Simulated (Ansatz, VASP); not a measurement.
# NaF: VASP beside Ansatz

```
Na F
1.0
     3.25488    0.00000    0.00000
    -1.62744    2.81881    0.00000
     0.00000    0.00000    5.69575
Na F
2 2
Direct
  0.00000 0.00000 0.00000
  0.00000 0.00000 0.50000
  0.33333 0.66667 0.25000
  0.66667 0.33333 0.75000
```

Alike in both runs: task single point; functional r2SCAN; k mesh 12 × 12 × 4; occupations gaussian, width 0.02 eV; no spin polarisation.

```csv
,VASP,Ansatz
version,VASP 6.6.1,Ansatz 0.2.0
potentials or method,"VASP PAW PBE potentials, release 64 (Na_pv, F), cutoff 520 eV","scalar-relativistic, plane waves, PAW"
valence electrons in the cell,28,32
```

Ansatz gave:

* gap on the k mesh at the Fermi level (eV): 6.80
* least direct gap on the mesh (eV): 6.80
* pressure (GPa): -3.2
* traceless stress, the component that is largest in VASP (GPa): -0.16

Q: What did VASP give for the same quantities?

A: gap on the k mesh at the Fermi level (eV): 6.83; least direct gap on the mesh (eV): 6.83; pressure (GPa): -3.9; traceless stress, the component that is largest in VASP (GPa): -0.12.

VASP's potentials were made for PBE, not for r2SCAN. The functional is the same, so the differences come from potentials, cutoffs and numerics. VASP's potentials hold 28 valence electrons a cell and Ansatz's 32, so a difference there can come from the potentials and not from the codes.
